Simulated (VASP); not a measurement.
MgO, 4 atoms in the cell. The structure is hexagonal, space group P6_3/mmc (No. 194). The conventional cell has a = 3.532 Å, b = 3.532 Å, c = 4.233 Å, α = 90.00°, β = 90.00°, γ = 120.00°. Mg (site symmetry -6m2) has 5 O at 2.04 to 2.12 Å within 2.7 Å. Within 2.7 Å of O (site symmetry -6m2) lie 5 Mg at 2.04 to 2.12 Å. 

```yaml
Program: VASP 6.6.1
Task: single point
Functional: PBE
Potentials_or_basis: VASP PAW PBE potentials, release 64 (Mg, O)
Cutoff: 520 eV
k_mesh: 9 × 9 × 7
Occupations: fermi-dirac, width 0.05 eV
Spin: no spin polarisation
Dipole_correction: no
Further_INCAR_settings: ALGO = Normal; EDIFF = 1e-06; NBANDS = 16
```

Potentials or basis: VASP PAW PBE potentials, release 64 (Mg, O).

The run is started by

```console
$ cat potpaw_PBE.64/Mg/POTCAR potpaw_PBE.64/O/POTCAR > POTCAR
$ mpirun -np 1 vasp_std > vasp.out
```

Hardware: 1 thread of Intel Xeon 8259CL (shared host).

Question: How long does it take, and how much memory?

Answer: It took 46 s on 1 thread of Intel Xeon 8259CL, with other jobs on the host, peak memory 0.18 GiB. Counts: scf iterations 12, k points 48.
